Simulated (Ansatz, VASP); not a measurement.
CdF2 in VASP and in Ansatz

```
Cd F
1.0
     0.00000    2.76494    2.55204
     2.76494    0.00000    2.55204
     2.76494    2.76494    0.00000
Cd F
1 2
Direct
  0.00000 0.00000 0.00000
  0.25000 0.25000 0.25000
  0.75000 0.75000 0.75000
```

Alike in both runs: task single point; functional PBEsol; k mesh 8 × 8 × 8; occupations gaussian, width 0.05 eV; no spin polarisation.

|  | VASP | Ansatz |
| --- | --- | --- |
| version | VASP 6.6.1 | Ansatz 0.2.0 |
| potentials or method | VASP PAW PBE potentials, release 64 (Cd, F), cutoff 520 eV | scalar-relativistic, plane waves, PAW |
| valence electrons in the cell | 26 | 34 |

VASP gave:

- gap on the k mesh at the Fermi level (eV): 2.70
- least direct gap on the mesh (eV): 3.27
- pressure (GPa): 0.7
- traceless stress, the component that is largest in VASP (GPa): 6.06

Problem. What did Ansatz give for the same quantities?

Solution. gap on the k mesh at the Fermi level (eV): 2.73; least direct gap on the mesh (eV): 3.30; pressure (GPa): -0.1; traceless stress, the component that is largest in VASP (GPa): 6.15.

VASP's potentials were made for PBE, not for PBEsol. VASP's potentials hold 26 valence electrons a cell and Ansatz's 34, so a difference there can come from the potentials and not from the codes.
